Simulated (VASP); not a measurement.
A run of VASP 6.6.1:

Contents of INCAR:

```
SYSTEM = Li3Rh4
ALGO = Normal ; EDIFF = 1E-7
ENCUT = 520 ; GGA = PE
ISIF = 2 ; ISMEAR = 0
LASPH = .True. ; LCHARG = .False.
LREAL = .False. ; LWAVE = .False.
NBANDS = 44 ; NELM = 100
PREC = Accurate ; SIGMA = 0.1
```

The input KPOINTS:

```
k-points
0
Gamma
  4 4 4
  0 0 0
```

POSCAR

```
Li3Rh4
1.0
    4.5301659150      0.0000000000      0.0000000000
    0.0000000000      4.5301659150      0.0000000000
    0.0000000000      0.0000000000      4.5301659150
Li Rh
3 4
Direct
    0.5000000000      0.0000000000      0.0000000000
    0.0000000000      0.5000000000      0.0000000000
    0.0000000000      0.0000000000      0.5000000000
    0.0000000000      0.0000000000      0.0000000000
    0.0000000000      0.5000000000      0.5000000000
    0.5000000000      0.0000000000      0.5000000000
    0.5000000000      0.5000000000      0.0000000000
```

Potentials or basis: VASP PAW PBE potentials, release 64 (Li_sv, Rh_pv).

The run is started by

```console
$ cat potpaw_PBE.64/Li_sv/POTCAR potpaw_PBE.64/Rh_pv/POTCAR > POTCAR
$ mpirun -np 1 vasp_std > vasp.out
```

Hardware: 1 thread of Intel(R) Xeon(R) Platinum 8559C (Emerald Rapids), with other jobs on the host.

How long does it take, and how much memory?

Wall time 34 s on 1 thread of Intel(R) Xeon(R) Platinum 8559C (Emerald Rapids), with other jobs on the host, peak memory 0.21 GiB. Counts: scf iterations 16, k points 10.
